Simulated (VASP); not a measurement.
Here is a VASP 6.6.1 calculation.

File INCAR:

```
ALGO = Normal
EDIFF = 1E-6
EDIFFG = -0.002
ENCUT = 600
IBRION = 2
ISIF = 3
ISMEAR = 0
LASPH = T
LCHARG = F
LREAL = F
LWAVE = F
NELM = 100
NSW = 100
PREC = Accurate
SIGMA = 0.1
```

Contents of KPOINTS:

```
k-points
0
Gamma
  15 15 8
```

File POSCAR:

```
Ru
1.0
    2.6729789965      0.0000000000      0.0000000000
   -1.3364894983      2.3148677148      0.0000000000
    0.0000000000      0.0000000000      4.2281491567
Ru
2
Direct
    0.3333333333      0.6666666667      0.2500000000
    0.6666666667      0.3333333333      0.7500000000
```

Potentials or basis: VASP PAW LDA potentials, release 64 (Ru_pv).

Command:

```sh
$ cat potpaw_LDA.64/Ru_pv/POTCAR > POTCAR
$ mpirun -np 1 vasp_std > vasp.out
```

Q: What does it give for the space group after relaxing (to 0.05 Å)?

A: P6_3/mmc (No. 194).

Q: Predict the relaxed volume.

A: 13.12 Å³/atom.

Q: Estimate the band gap on the k mesh.

A: Zero (band 14 reaches 15.00 eV, above the bottom of band 15 at 11.72 eV).

Q: Predict the relaxed cell.

A: a = 2.676 Å, b = 2.676 Å, c = 4.230 Å, α = 90.00°, β = 90.00°, γ = 120.00°.

Final structure:
```
CELL_PARAMETERS angstrom
2.67634 0.00000 0.00000
-1.33817 2.31778 0.00000
0.00000 0.00000 4.22971
ATOMIC_POSITIONS crystal
Ru 0.33333 0.66667 0.25000
Ru 0.66667 0.33333 0.75000
```
